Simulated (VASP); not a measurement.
# W (Im-3m) in VASP: further runs

The runs below take W through single point, with PBE.

Program: VASP 6.6.1. These are calculated values, not measurements. Logs are shortened: lines on timing, memory, paths and dates and some standing lists are left out, and cuts for length are marked.

## (1) The cell of the first run

The structure is cubic, space group Im-3m (No. 229). Conventional cell: a = 3.183 Å, b = 3.183 Å, c = 3.183 Å, α = 90.00°, β = 90.00°, γ = 90.00°. W (site symmetry m-3m) has 14 W at 2.76 to 3.18 Å within 3.6 Å.

## (2) Single point, PBE

INCAR

```
  PREC = Accurate
  ENCUT = 520
  EDIFF = 1E-6
  ISMEAR = -1
  SIGMA = 0.08
  LREAL = F
  LASPH = T
  NELM = 100
  ALGO = Normal
  ISIF = 2
  LWAVE = F
  LCHARG = F
  GGA = PE
  NBANDS = 21
```

KPOINTS

```
Automatic mesh
0
Gamma
  11 11 11
```

POSCAR

```
W
1.0
    3.1834185691      0.0000000000      0.0000000000
    0.0000000000      3.1834185691      0.0000000000
    0.0000000000      0.0000000000      3.1834185691
W
2
Direct
    0.0000000000      0.0000000000      0.0000000000
    0.5000000000      0.5000000000      0.5000000000
```

Potentials or basis: VASP PAW PBE potentials, release 64 (W_sv).

Started as:

```console
$ cat potpaw_PBE.64/W_sv/POTCAR > POTCAR
$ mpirun -np 1 vasp_std > vasp.out
```

OUTCAR:

```text
PREC = Accurate
   ENCUT = 520
   EDIFF = 1E-6
   ISMEAR = -1
   LREAL = F
   LASPH = T
   NELM = 100
   ISIF = 2
   GGA = PE

 ion  position               nearest neighbor table
   1  0.000  0.000  0.000-   2 2.76   2 2.76   2 2.76   2 2.76   2 2.76   2 2.76   2 2.76   2 2.76

   2  0.500  0.500  0.500-   1 2.76   1 2.76   1 2.76   1 2.76   1 2.76   1 2.76   1 2.76   1 2.76

  LATTYP: Found a simple cubic cell.
 ALAT       =     3.1834185691

  Lattice vectors:

 A1 = (   3.1834185691,   0.0000000000,   0.0000000000)
 A2 = (   0.0000000000,   3.1834185691,   0.0000000000)
 A3 = (   0.0000000000,   0.0000000000,   3.1834185691)

Analysis of symmetry for initial positions (statically):
=====================================================================
 Subroutine PRICEL returns following result:

  LATTYP: Found a body centered cubic cell.
 ALAT       =     3.1834185691

  Lattice vectors:

 A1 = (   1.5917092846,   1.5917092846,  -1.5917092845)
 A2 = (  -1.5917092846,   1.5917092845,   1.5917092845)
 A3 = (   1.5917092846,  -1.5917092845,   1.5917092846)

   2 primitive cells build up your supercell.

 Routine SETGRP: Setting up the symmetry group for a
 simple cubic supercell.

 Subroutine GETGRP returns: Found 48 space group operations
 (whereof 48 operations were pure point group operations)
 out of a pool of 48 trial point group operations.

The static configuration has the point symmetry O_h .

Analysis of symmetry for dynamics (positions and initial velocities):
=====================================================================
 Subroutine PRICEL returns following result:

  LATTYP: Found a body centered cubic cell.
 ALAT       =     3.1834185691

  Lattice vectors:

 A1 = (   1.5917092846,   1.5917092846,  -1.5917092845)
 A2 = (  -1.5917092846,   1.5917092845,   1.5917092845)
 A3 = (   1.5917092846,  -1.5917092845,   1.5917092846)

   2 primitive cells build up your supercell.

 Routine SETGRP: Setting up the symmetry group for a
 simple cubic supercell.

 Subroutine GETGRP returns: Found 48 space group operations
 (whereof 48 operations were pure point group operations)
 out of a pool of 48 trial point group operations.

The dynamic configuration has the point symmetry O_h .

 Subroutine INISYM returns: Found 48 space group operations
 (whereof 48 operations are pure point group operations),
 and found     2 'primitive' translations

----------------------------------------------------------------------------------------

                                     Primitive cell

  volume of cell :      16.1306

  direct lattice vectors                    reciprocal lattice vectors
     1.591709285  1.591709285 -1.591709285     0.314127715  0.314127715  0.000000000
    -1.591709285  1.591709285  1.591709285    -0.000000000  0.314127715  0.314127715
     1.591709285 -1.591709285  1.591709285     0.314127715  0.000000000  0.314127715

  length of vectors
     2.756921352  2.756921352  2.756921352     0.444243674  0.444243674  0.444243674

  position of ions in fractional coordinates (direct lattice)
     0.000000000  0.000000000  0.000000000

  ion indices of the primitive-cell ions
   primitive index   ion index
                 1           1

----------------------------------------------------------------------------------------

 KPOINTS: Automatic mesh

Automatic generation of k-mesh.
 Grid dimensions read from file:
 generate k-points for:   11   11   11

 Generating k-lattice:

  Cartesian coordinates                     Fractional coordinates (reciprocal lattice)
     0.028557065  0.000000000  0.000000000     0.090909091  0.000000000  0.000000000
     0.000000000  0.028557065  0.000000000     0.000000000  0.090909091  0.000000000
     0.000000000  0.000000000  0.028557065     0.000000000  0.000000000  0.090909091

  Length of vectors
     0.028557065  0.028557065  0.028557065

  Shift w.r.t. Gamma in fractional coordinates (k-lattice)
     0.000000000  0.000000000  0.000000000

 Subroutine IBZKPT returns following result:
 ===========================================

 Found     56 irreducible k-points:

 Following reciprocal coordinates:
            Coordinates               Weight
  0.000000  0.000000  0.000000      1.000000
  0.090909  0.000000  0.000000      6.000000
  0.181818  0.000000  0.000000      6.000000
  0.272727  0.000000  0.000000      6.000000
  0.363636  0.000000  0.000000      6.000000
  0.454545  0.000000  0.000000      6.000000
[... 16 lines left out ...]
  0.181818  0.090909  0.090909     24.000000
  0.272727  0.090909  0.090909     24.000000
 [... further k-points ...]
   k-points           NKPTS =     56   k-points in BZ     NKDIM =     56   number of bands    NBANDS=     21
   number of dos      NEDOS =    301   number of ions     NIONS =      2
   total plane-waves  NPLWV =  13824
   dimension x,y,z NGX =    24 NGY =   24 NGZ =   24
   dimension x,y,z NGXF=    48 NGYF=   48 NGZF=   48
   ions per type =               2
   NGX,Y,Z   is equivalent  to a cutoff of  12.53, 12.53, 12.53 a.u.
   NGXF,Y,Z  is equivalent  to a cutoff of  25.07, 25.07, 25.07 a.u.
 SYSTEM =  unknown system
   PREC   = accura    normal or accurate (medium, high low for compatibility)
   ISTART =      0    job   : 0-new  1-cont  2-samecut
   ICHARG =      2    charge: 1-file 2-atom 10-const
   ISPIN  =      1    spin polarized calculation?
   LNONCOLLINEAR =      F non collinear calculations
   LSORBIT =      F    spin-orbit coupling
   LASPH  =      T    aspherical Exc in radial PAW
   ENCUT  =  520.0 eV  38.22 Ry    6.18 a.u.   5.92  5.92  5.92*2*pi/ulx,y,z
   NELM   =    100;   NELMIN=  2; NELMDL= -5     # of ELM steps
   EDIFF  = 0.1E-05   stopping-criterion for ELM
   LREAL  =      F    real-space projection
   EDIFFG = 0.1E-04   stopping-criterion for IOM
   NSW    =      0    number of steps for IOM
   IBRION =     -1    ionic relax: 0-MD 1-quasi-New 2-CG
   NFREE  =      0    steps in history (QN), initial steepest desc. (CG)
   ISIF   =      2    stress and relaxation
   ISYM   =      2    0-nonsym 1-usesym 2-fastsym
   POTIM  = 0.5000    time-step for ionic-motion
   TEBEG  =    0.0;   TEEND  =   0.0 temperature during run
   PSTRESS=    0.0 pullay stress
   NELECT =      28.0000    total number of electrons
   NUPDOWN=      -1.0000    fix difference up-down
   EMIN   =  10.00;   EMAX   =-10.00  energy-range for DOS
   EFERMI =   0.00;   METHOD = LEGACY
   ISMEAR =    -1;   SIGMA  =   0.08  broadening in eV -4-tet -1-fermi 0-gaus
   EFERMI_NEDOS =   21; number of points for ismear=-14 and -15
   IALGO  =     38    algorithm
   IMIX   =      4    mixing-type and parameters
     AMIX     =   0.40;   BMIX     =  1.00
     AMIX_MAG =   1.60;   BMIX_MAG =  1.00
  volume/ion in A,a.u.               =      16.13       108.85
  Fermi-wavevector in a.u.,A,eV,Ry     =   1.561590  2.950978 33.178680  2.438564
  Thomas-Fermi vector in A             =   2.664633
   LORBIT       =      0    0 simple, 1 ext, 2 COOP (PROOUT), +10 PAW based schemes
   GGA     = PE    functional components
   LHFCALC =     F    Hartree Fock is set to
   AEXX    =    0.0000 exact exchange contribution
   IVDW    =     0    specifies the selected vdW correction
   LEPSILON=     F    determine dielectric tensor
   LRPA    =     F    only Hartree local field effects (RPA)
 non-spin polarized calculation
  energy-cutoff  :      520.00
  volume of cell :       32.26
 maximum number of plane-waves:       895
 NGX is ok and might be reduce to    24

 number of electron      27.9999994 magnetization

 Free energy of the ion-electron system (eV)
  ---------------------------------------------------
  ext. energy  EPLUGINS =         0.00000000
  ---------------------------------------------------
  free energy    TOTEN  =       -25.91580462 eV

  energy without entropy =      -25.89208957  energy(sigma->0) =      -25.90394710

 E-fermi :  11.1815     XC(G=0): -13.5413

 val. band max:       11.1715242136   @ k =   0.1818   0.0909   0.0909
 cond. band min:      11.1946316250   @ k =   0.4545   0.4545   0.0909
 fundamental gap:      0.0231074114
 Fermi energy:        11.1814867633

 k-point     1 :       0.0000    0.0000    0.0000
  band No.  band energies     occupation
      1     -63.0081      2.00000
      2     -62.7914      2.00000
      3     -27.4493      2.00000
      4     -27.4493      2.00000
      5     -27.4493      2.00000
      6     -26.5957      2.00000
[... 13 lines left out ...]
     20      19.3000      0.00000
     21      19.3000      0.00000

 k-point     2 :       0.0909    0.0000    0.0000
  band No.  band energies     occupation
      1     -63.0032      2.00000
      2     -62.7951      2.00000
      3     -27.4495      2.00000
      4     -27.4316      2.00000
      5     -27.4316      2.00000
      6     -26.6321      2.00000
[... 13 lines left out ...]
     20      18.6345      0.00000
     21      20.3501      0.00000

 k-point     3 :       0.1818    0.0000    0.0000
  band No.  band energies     occupation
      1     -62.9888      2.00000
      2     -62.8063      2.00000
      3     -27.4460      2.00000
      4     -27.3798      2.00000
      5     -27.3798      2.00000
      6     -26.7332      2.00000
[... 13 lines left out ...]
     20      17.2215      0.00000
     21      22.3533      0.00000

 k-point     4 :       0.2727    0.0000    0.0000
  band No.  band energies     occupation
      1     -62.9666      2.00000
      2     -62.8244      2.00000
      3     -27.4284      2.00000
      4     -27.2985      2.00000
      5     -27.2985      2.00000
      6     -26.8774      2.00000
[... 13 lines left out ...]
     20      15.8091      0.00000
     21      24.6553      0.00000

 k-point     5 :       0.3636    0.0000    0.0000
  band No.  band energies     occupation
      1     -62.9387      2.00000
      2     -62.8484      2.00000
      3     -27.3841      2.00000
      4     -27.1946      2.00000
      5     -27.1946      2.00000
      6     -27.0367      2.00000
[... 13 lines left out ...]
     20      14.8624      0.00000
     21      26.8002      0.00000
[... 382 lines left out ...]
     20      17.1715      0.00000
     21      21.9431      0.00000

 k-point    22 :       0.0909    0.0909    0.0909
  band No.  band energies     occupation
      1     -62.9938      2.00000
      2     -62.8022      2.00000
      3     -27.4606      2.00000
      4     -27.4606      2.00000
      5     -27.3257      2.00000
      6     -26.7614      2.00000
[... 13 lines left out ...]
     20      20.2765      0.00000
     21      20.2765      0.00000

 k-point    23 :       0.1818    0.0909    0.0909
  band No.  band energies     occupation
      1     -62.9804      2.00000
      2     -62.8123      2.00000
      3     -27.5012      2.00000
      4     -27.4072      2.00000
      5     -27.2411      2.00000
      6     -26.8865      2.00000
[... 13 lines left out ...]
     20      18.8875      0.00000
     21      21.4341      0.00000

 k-point    24 :       0.2727    0.0909    0.0909
  band No.  band energies     occupation
      1     -62.9596      2.00000
      2     -62.8287      2.00000
      3     -27.5172      2.00000
      4     -27.3233      2.00000
      5     -27.1446      2.00000
      6     -27.0397      2.00000
[... 13 lines left out ...]
     20      17.3934      0.00000
     21      23.0340      0.00000

 [... further k-points ...]
[... 5 lines left out ...]
  --------------------------------------------------------------------------------------
  -------------------------------------------------------------------------------------
  Total        0.0899508      0.0899508      0.0899508     -0.0000000     -0.0000000     -0.0000000
  in kB        4.4671875      4.4671875      4.4671875     -0.0000000     -0.0000000     -0.0000000
  external PRESSURE =       4.4671875 kB  Pullay stress =       0.0000000 kB

 VOLUME and BASIS-vectors are now :
 -----------------------------------------------------------------------------
  energy-cutoff  :      520.00
  volume of cell :       32.26
      direct lattice vectors                 reciprocal lattice vectors
     3.183418569  0.000000000  0.000000000     0.314127715  0.000000000  0.000000000
     0.000000000  3.183418569  0.000000000     0.000000000  0.314127715  0.000000000
     0.000000000  0.000000000  3.183418569     0.000000000  0.000000000  0.314127715

 POSITION                                       TOTAL-FORCE (eV/Angst)
 -----------------------------------------------------------------------------------
      0.00000      0.00000      0.00000        -0.000000     -0.000000     -0.000000
      1.59171      1.59171      1.59171         0.000000      0.000000      0.000000
 -----------------------------------------------------------------------------------
    total drift:                                0.000000      0.000000     -0.000000

  FREE ENERGIE OF THE ION-ELECTRON SYSTEM (eV)
  ---------------------------------------------------
  free  energy   TOTEN  =       -25.9158046250 eV

  energy  without entropy=      -25.8920895687  energy(sigma->0) =      -25.90394710
```

Wall time 8.9 s (1 thread of Intel Xeon 6975P-C (Granite Rapids), shared host); peak memory 0.16 GiB.

Results:

```yaml
Free_energy: -25.9158 eV
Pressure: 0.4 GPa
Band_gap_on_the_k_mesh: zero (bands 14 and 15 overlap by 0.62 eV)
```

Caveat: spin-orbit coupling is left out, which moves the levels of the heavy elements.

## (3) Single point, PBE

This run uses another cell than the first one: it holds 1 atom, not 2.

INCAR

```
SYSTEM = W
PREC = Accurate ; ENCUT = 520
EDIFF = 1E-7 ; ISMEAR = -1
SIGMA = 0.08 ; LREAL = .False.
LASPH = .True. ; NELM = 60
ALGO = Normal ; ISIF = 2
LWAVE = .False. ; LCHARG = .False.
GGA = PE ; NBANDS = 13
```

KPOINTS

```
regular mesh
0
Gamma
  19 19 19
  0 0 0
```

POSCAR

```
W
1.0
   -1.5917092846      1.5917092846      1.5917092846
    1.5917092846     -1.5917092846      1.5917092846
    1.5917092846      1.5917092846     -1.5917092846
W
1
Direct
    0.0000000000      0.0000000000      0.0000000000
```

Potentials or basis: VASP PAW PBE potentials, release 64 (W_sv).

Started as:

```console
$ cat potpaw_PBE.64/W_sv/POTCAR > POTCAR
$ mpirun -np 1 vasp_std > vasp.out
```

OUTCAR:

```text
SYSTEM = W
   PREC = Accurate
   ENCUT = 520
   EDIFF = 1E-7
   ISMEAR = -1
   LREAL = .False.
   LASPH = .True.
   NELM = 60
   ISIF = 2
   GGA = PE

 ion  position               nearest neighbor table
   1  0.000  0.000  0.000-

  LATTYP: Found a body centered cubic cell.
 ALAT       =     3.1834185692

  Lattice vectors:

 A1 = (  -1.5917092846,   1.5917092846,   1.5917092846)
 A2 = (   1.5917092846,  -1.5917092846,   1.5917092846)
 A3 = (   1.5917092846,   1.5917092846,  -1.5917092846)

Analysis of symmetry for initial positions (statically):
=====================================================================
 Subroutine PRICEL returns:
 Original cell was already a primitive cell.

 Routine SETGRP: Setting up the symmetry group for a
 body centered cubic supercell.

 Subroutine GETGRP returns: Found 48 space group operations
 (whereof 48 operations were pure point group operations)
 out of a pool of 48 trial point group operations.

The static configuration has the point symmetry O_h .

Analysis of symmetry for dynamics (positions and initial velocities):
=====================================================================
[... 161 lines left out ...]
 Fermi energy:        11.1627371607

 k-point     1 :       0.0000    0.0000    0.0000
  band No.  band energies     occupation
      1     -63.0119      2.00000
      2     -26.5991      2.00000
      3     -26.5991      2.00000
      4     -26.5991      2.00000
      5       1.6522      2.00000
      6       9.9938      2.00000
      7       9.9938      2.00000
      8       9.9938      2.00000
      9      13.4139      0.00000
     10      13.4139      0.00000
     11      25.6695      0.00000
     12      25.6695      0.00000
     13      25.6695      0.00000
[... 354 lines left out ...]
  band No.  band energies     occupation
      1     -62.9036      2.00000
      2     -27.6145      2.00000
      3     -26.9620      2.00000
      4     -26.6525      2.00000
      5       5.3731      2.00000
      6       8.0651      2.00000
      7       9.6478      2.00000
      8      13.0304      0.00000
      9      14.1835      0.00000
     10      15.9299      0.00000
     11      23.5006      0.00000
     12      24.7712      0.00000
     13      29.3217      0.00000

 [... further k-points ...]
[... 5 lines left out ...]
  --------------------------------------------------------------------------------------
  -------------------------------------------------------------------------------------
  Total        0.0512652      0.0512652      0.0512652     -0.0000000     -0.0000000      0.0000000
  in kB        5.0919203      5.0919203      5.0919203     -0.0000000     -0.0000000      0.0000000
  external PRESSURE =       5.0919203 kB  Pullay stress =       0.0000000 kB

 VOLUME and BASIS-vectors are now :
 -----------------------------------------------------------------------------
  energy-cutoff  :      520.00
  volume of cell :       16.13
      direct lattice vectors                 reciprocal lattice vectors
    -1.591709285  1.591709285  1.591709285     0.000000000  0.314127715  0.314127715
     1.591709285 -1.591709285  1.591709285     0.314127715  0.000000000  0.314127715
     1.591709285  1.591709285 -1.591709285     0.314127715  0.314127715  0.000000000

 POSITION                                       TOTAL-FORCE (eV/Angst)
 -----------------------------------------------------------------------------------
      0.00000      0.00000      0.00000         0.000000      0.000000      0.000000
 -----------------------------------------------------------------------------------
    total drift:                                0.000000      0.000000      0.000000

  FREE ENERGIE OF THE ION-ELECTRON SYSTEM (eV)
  ---------------------------------------------------
  free  energy   TOTEN  =       -12.9603846067 eV

  energy  without entropy=      -12.9513922847  energy(sigma->0) =      -12.95588845
```

OSZICAR:

```text
N       E                     dE             d eps       ncg     rms          rms(c)
DAV:   1     0.865586471125E+02    0.86559E+02   -0.74763E+03  5728   0.123E+03
DAV:   2    -0.118463742621E+02   -0.98405E+02   -0.94641E+02  6445   0.319E+02
DAV:   3    -0.135851598822E+02   -0.17388E+01   -0.17331E+01  6260   0.406E+01
DAV:   4    -0.135922632527E+02   -0.71034E-02   -0.71032E-02  6325   0.288E+00
DAV:   5    -0.135923200751E+02   -0.56822E-04   -0.56823E-04  6330   0.245E-01    0.203E+01
DAV:   6    -0.130924165996E+02    0.49990E+00   -0.42385E-01  5950   0.869E+00    0.800E+00
DAV:   7    -0.129643436350E+02    0.12807E+00   -0.21778E-01  6305   0.592E+00    0.670E-01
DAV:   8    -0.129604079648E+02    0.39357E-02   -0.43895E-03  5860   0.855E-01    0.765E-02
DAV:   9    -0.129603909361E+02    0.17029E-04   -0.98547E-05  6565   0.124E-01    0.446E-02
DAV:  10    -0.129603842195E+02    0.67166E-05   -0.14375E-05  6150   0.525E-02    0.480E-03
DAV:  11    -0.129603848038E+02   -0.58426E-06   -0.28418E-07  5837   0.638E-03    0.514E-04
DAV:  12    -0.129603846093E+02    0.19453E-06   -0.53279E-09  3350   0.962E-04    0.638E-05
DAV:  13    -0.129603846067E+02    0.25739E-08   -0.54211E-10  2985   0.305E-04
   1 F= -.12960385E+02 E0= -.12955888E+02  d E =-.899232E-02
```

stdout:

```text
POSCAR found type information on POSCAR W
 POSCAR found :  1 types and       1 ions
 scaLAPACK will be used
 LDA part: xc-table for (Slater+PW92), standard interpolation
 POSCAR, INCAR and KPOINTS ok, starting setup
 FFT: planning ... GRIDC
 FFT: planning ... GRID_SOFT
 FFT: planning ... GRID
 WAVECAR not read
 entering main loop
```

It took 14 s on 1 thread of Intel Xeon 6975P-C (Granite Rapids), shared host; peak memory 0.17 GiB.

What came out:

```
Free energy            : -12.9604 eV
Pressure               : 0.5 GPa
Band gap on the k mesh : zero (bands 7 and 8 overlap by 5.91 eV)
```

Levels at points of the mesh, in eV from the Fermi level:
| k point | band 4 | band 5 | band 6 | band 7 | band 8 | band 9 | band 10 | band 11 |
| --- | --- | --- | --- | --- | --- | --- | --- | --- |
| (0.00, 0.00, 0.00) | -37.76 | -9.51 | -1.17 | -1.17 | -1.17 | 2.25 | 2.25 | 14.51 |

Caveat: spin-orbit coupling is left out, which moves the levels of the heavy elements.

The gap in the log of VASP goes by the Fermi energy; the results here count the filled bands.